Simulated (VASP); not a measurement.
Crystal: SnO2.

```
CELL_PARAMETERS angstrom
1.60624 0.92736 4.76837
-1.60624 0.92736 4.76837
0.00000 -1.85473 4.76837
ATOMIC_POSITIONS crystal
Sn 0.50000 0.50000 0.50000
O 0.76283 0.76283 0.76283
O 0.23717 0.23717 0.23717
```

Base run:

- Program: VASP 6.6.1
- Functional: PBE
- Potentials or basis: VASP PAW PBE potentials, release 64 (Sn_d, O)
- Cutoff: 520 eV
- k mesh: 10 × 10 × 10
- Occupations: fermi-dirac, width 0.05 eV
- Spin: no spin polarisation

Its results: band gap on the k mesh 2.04 eV (least direct gap 2.18 eV); pressure 3.0 GPa; largest force 0.134 eV/Å.

Q: The run is repeated on the same cell with these changes: functional from PBE to PBEsol; further incar settings from ALGO = Normal; EDIFF = 1e-07; NBANDS = 20 to ALGO = Normal; EDIFF = 1e-06; NBANDS = 20. What comes out?

A: Band gap on the k mesh 1.97 eV (least direct gap 2.11 eV); pressure -1.8 GPa; largest force 0.135 eV/Å.

Caveats: spin-orbit coupling is left out, which moves the levels of the heavy elements; the PAW data sets were made with another functional, which shifts forces and pressure a little (at least some runs).

A k mesh can miss the band edges.
